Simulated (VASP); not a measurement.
# Ir2 in VASP: notebook

Ir2 is run at these levels: PBE; tasks: single point.

Everything below comes from runs of VASP 6.6.1. Logs are shortened: lines on timing, memory, paths and dates and some standing lists are left out, and cuts for length are marked.

## 1. The cell of the first run

The cell holds a molecule in a box, 2 atoms: a = 9.000 Å, b = 9.000 Å, c = 11.240 Å, α = 90.00°, β = 90.00°, γ = 90.00°.

## 2. Single point, PBE, collinear spin

Input file INCAR:

```
PREC = Accurate ; ENCUT = 520
EDIFF = 1E-6 ; ISMEAR = 0
SIGMA = 0.01 ; LREAL = False
LASPH = True ; NELM = 150
ALGO = Normal ; ISIF = 2
LWAVE = False ; LCHARG = False
ISPIN = 2 ; MAGMOM = 1 1
LORBIT = 11 ; LMAXMIX = 4
GGA = PE ; NBANDS = 20
```

Input file KPOINTS:

```
Automatic mesh
0
Gamma
  1 1 1
```

Input file POSCAR:

```
Ir
1.0
    9.0000000000      0.0000000000      0.0000000000
    0.0000000000      9.0000000000      0.0000000000
    0.0000000000      0.0000000000     11.2400000000
Ir
2
Direct
    0.5000000000      0.5000000000      0.5992864800
    0.5000000000      0.5000000000      0.4003558700
```

Potentials or basis: VASP PAW PBE potentials, release 64 (Ir).

Command:

```sh
$ cat potpaw_PBE.64/Ir/POTCAR > POTCAR
$ mpirun -np 1 vasp_gam > vasp.out
```

OUTCAR:

```text
PREC = Accurate
   ENCUT = 520
   EDIFF = 1E-6
   ISMEAR = 0
   LREAL = False
   LASPH = True
   NELM = 150
   ISIF = 2
   ISPIN = 2
   LORBIT = 11
   GGA = PE

 ion  position               nearest neighbor table
   1  0.500  0.500  0.599-   2 2.24
   2  0.500  0.500  0.400-   1 2.24

  LATTYP: Found a simple tetragonal cell.
 ALAT       =     9.0000000000
 C/A-ratio  =     1.2488888889

  Lattice vectors:

 A1 = (   9.0000000000,   0.0000000000,   0.0000000000)
 A2 = (   0.0000000000,   9.0000000000,   0.0000000000)
 A3 = (   0.0000000000,   0.0000000000,  11.2400000000)

Analysis of symmetry for initial positions (statically):
=====================================================================
 Subroutine PRICEL returns:
 Original cell was already a primitive cell.

 Routine SETGRP: Setting up the symmetry group for a
 simple tetragonal supercell.

 Subroutine GETGRP returns: Found 16 space group operations
 (whereof  8 operations were pure point group operations)
 out of a pool of 16 trial point group operations.

The static configuration has the point symmetry C_4v.
 The point group associated with its full space group is D_4h.

Analysis of symmetry for dynamics (positions and initial velocities):
=====================================================================
 Subroutine PRICEL returns:
 Original cell was already a primitive cell.

 Routine SETGRP: Setting up the symmetry group for a
 simple tetragonal supercell.

 Subroutine GETGRP returns: Found 16 space group operations
 (whereof  8 operations were pure point group operations)
 out of a pool of 16 trial point group operations.

The dynamic configuration has the point symmetry C_4v.
 The point group associated with its full space group is D_4h.

Analysis of structural, dynamic, and magnetic symmetry:
=====================================================================
 Subroutine PRICEL returns:
 Original cell was already a primitive cell.

 Routine SETGRP: Setting up the symmetry group for a
 simple tetragonal supercell.

 Subroutine GETGRP returns: Found 16 space group operations
 (whereof  8 operations were pure point group operations)
 out of a pool of 16 trial point group operations.

The overall configuration has the point symmetry C_4v.
 The point group associated with its full space group is D_4h.
[... 91 lines left out ...]
   EFERMI_NEDOS =   21; number of points for ismear=-14 and -15
   IALGO  =     38    algorithm
   IMIX   =      4    mixing-type and parameters
     AMIX     =   0.40;   BMIX     =  1.00
     AMIX_MAG =   1.60;   BMIX_MAG =  1.00
  volume/ion in A,a.u.               =     455.22      3071.98
  Fermi-wavevector in a.u.,A,eV,Ry     =   0.442672  0.836528  2.666175  0.195958
  Thomas-Fermi vector in A             =   1.418714
   LORBIT       =     11    0 simple, 1 ext, 2 COOP (PROOUT), +10 PAW based schemes
   GGA     = PE    functional components
   LHFCALC =     F    Hartree Fock is set to
   AEXX    =    0.0000 exact exchange contribution
   IVDW    =     0    specifies the selected vdW correction
   LEPSILON=     F    determine dielectric tensor
   LRPA    =     F    only Hartree local field effects (RPA)
 spin polarized calculation
 Gauss-broadening in eV      SIGMA  =   0.01
  energy-cutoff  :      520.00
  volume of cell :      910.44
 maximum number of plane-waves:     12235
 NGX is ok and might be reduce to    70
   NGX = 33   NGY = 33   NGZ = 41

 number of electron      17.9999999 magnetization       3.9999920

 Free energy of the ion-electron system (eV)
  ---------------------------------------------------
  ext. energy  EPLUGINS =         0.00000000
  ---------------------------------------------------
  free energy    TOTEN  =        -7.84317456 eV

  energy without entropy =       -7.84317456  energy(sigma->0) =       -7.84317456

 E-fermi :  -3.9402     XC(G=0):  -1.5206

 val. band max:       -4.0186646184   @ k =   0.0000   0.0000   0.0000
 cond. band min:      -3.7331226054   @ k =   0.0000   0.0000   0.0000
 fundamental gap:      0.2855420130
 Fermi energy:        -3.9401997838

 spin component 1

 k-point     1 :       0.0000    0.0000    0.0000
  band No.  band energies     occupation
      1      -9.1186      1.00000
      2      -7.8412      1.00000
      3      -7.8412      1.00000
      4      -6.2052      1.00000
      5      -6.0503      1.00000
      6      -5.6792      1.00000
[... 12 lines left out ...]
     19       1.2508      0.00000
     20       1.3650      0.00000
 Fermi energy:        -3.9401997838

 spin component 2

 k-point     1 :       0.0000    0.0000    0.0000
  band No.  band energies     occupation
      1      -8.4501      1.00000
      2      -6.7787      1.00000
      3      -6.7786      1.00000
      4      -5.4119      1.00000
      5      -4.9172      1.00000
      6      -4.6139      1.00000
[... 12 lines left out ...]
     19       1.4915      0.00000
     20       1.7045      0.00000

------------------------ aborting loop because EDIFF is reached ----------------------------------------

  FORCE on cell =-STRESS in cart. coord.  units (eV):
  Direction    XX          YY          ZZ          XY          YZ          ZX
  --------------------------------------------------------------------------------------
  -------------------------------------------------------------------------------------
  Total       -0.0474464     -0.0474464     -1.7784025      0.0000000      0.0000000     -0.0000000
  in kB       -0.0834954     -0.0834954     -3.1296034      0.0000000      0.0000000     -0.0000000
  external PRESSURE =      -1.0988647 kB  Pullay stress =       0.0000000 kB

 VOLUME and BASIS-vectors are now :
 -----------------------------------------------------------------------------
  energy-cutoff  :      520.00
  volume of cell :      910.44
      direct lattice vectors                 reciprocal lattice vectors
     9.000000000  0.000000000  0.000000000     0.111111111  0.000000000  0.000000000
     0.000000000  9.000000000  0.000000000     0.000000000  0.111111111  0.000000000
     0.000000000  0.000000000 11.240000000     0.000000000  0.000000000  0.088967972

 POSITION                                       TOTAL-FORCE (eV/Angst)
 -----------------------------------------------------------------------------------
      4.50000      4.50000      6.73598         0.000000     -0.000000     -0.793112
      4.50000      4.50000      4.50000         0.000000      0.000000      0.793112
 -----------------------------------------------------------------------------------
    total drift:                                0.000000      0.000000     -0.000001

  FREE ENERGIE OF THE ION-ELECTRON SYSTEM (eV)
  ---------------------------------------------------
  free  energy   TOTEN  =        -7.8431745636 eV

  energy  without entropy=       -7.8431745636  energy(sigma->0) =       -7.84317456

 total charge

# of ion       s       p       d       tot
------------------------------------------
    1        0.715   0.104   7.048   7.867
    2        0.715   0.104   7.048   7.867
--------------------------------------------------
tot          1.430   0.208  14.095  15.734

 magnetization (x)

# of ion       s       p       d       tot
------------------------------------------
    1        0.124   0.009   1.603   1.736
    2        0.124   0.009   1.603   1.736
--------------------------------------------------
tot          0.247   0.018   3.206   3.471
```

OSZICAR:

```text
N       E                     dE             d eps       ncg     rms          rms(c)
DAV:   1     0.120466693708E+03    0.12047E+03   -0.41889E+03    80   0.562E+02
DAV:   2     0.197040437077E+02   -0.10076E+03   -0.84687E+02   152   0.917E+01
[... 20 lines left out ...]
DAV:  23    -0.784312974885E+01   -0.77155E-04   -0.12811E-05    80   0.170E-02    0.195E-03
DAV:  24    -0.784315438428E+01   -0.24635E-04   -0.61988E-06    80   0.111E-02    0.839E-04
DAV:  25    -0.784317072062E+01   -0.16336E-04   -0.33670E-06    80   0.851E-03    0.752E-04
DAV:  26    -0.784317309882E+01   -0.23782E-05   -0.67216E-07    72   0.407E-03    0.578E-04
DAV:  27    -0.784317432405E+01   -0.12252E-05   -0.28230E-07    72   0.185E-03    0.317E-04
DAV:  28    -0.784317456361E+01   -0.23956E-06   -0.21497E-08    72   0.641E-04
   1 F= -.78431746E+01 E0= -.78431746E+01  d E =-.515294E-29  mag=     4.0000
```

Run time: 2.5 min. Hardware: 1 thread of Intel Xeon Platinum 8259CL at 2.50GHz (Skylake/Cascade Lake), shared host; peak memory 1.1 GiB.

What came out:

```yaml
Free_energy: -7.8432 eV
Largest_force: 0.793 eV/Å
Gap_between_the_frontier_levels: 0.29 eV
Net_moment: 4.00 μB per cell
Site_moments: Ir +1.74 μB
Valence_electrons_inside_the_program's_atomic_spheres: Ir 7.87
```

Forces on the atoms (eV/Å):
```
Ir   0.000  0.000 -0.793
Ir   0.000  0.000  0.793
```

Caveat: spin-orbit coupling is left out, which moves the levels of the heavy elements.

## 3. Single point, PBE, non-collinear spin, typed start, spin-orbit coupling

Input file INCAR:

```
ALGO = Normal
EDIFF = 1E-6
ENCUT = 520
GGA = PE
GGA_COMPAT = F
ISIF = 2
ISMEAR = 0
LASPH = T
LCHARG = F
LMAXMIX = 4
LNONCOLLINEAR = T
LORBIT = 11
LORBMOM = T
LREAL = F
LSORBIT = T
LWAVE = F
MAGMOM = 0 0 1 0 0 1
NBANDS = 30
NELM = 150
PREC = Accurate
SIGMA = 0.01
```

Input file KPOINTS:

```
k-points
0
Gamma
  1 1 1
```

POSCAR is that of step 2.

Potentials or basis: VASP PAW PBE potentials, release 64 (Ir).

Command:

```sh
$ cat potpaw_PBE.64/Ir/POTCAR > POTCAR
$ mpirun -np 1 vasp_ncl > vasp.out
```

It took 12 min on 1 thread of Intel Xeon Platinum 8259CL at 2.50GHz (Skylake/Cascade Lake), shared host; peak memory 2.3 GiB.

Results (log left out):

```yaml
Free_energy: -8.7572 eV
Largest_force: 0.567 eV/Å
Net_moment: 3.89 μB per cell
Valence_electrons_inside_the_program's_atomic_spheres: Ir 7.86
```

Forces on the atoms (eV/Å):
```
Ir   0.000  0.000 -0.567
Ir   0.000  0.000  0.567
```

Moments on the atoms (μB; x, y, z):
```
Ir  0.00 0.00 1.68
Ir  0.00 0.00 1.68
```
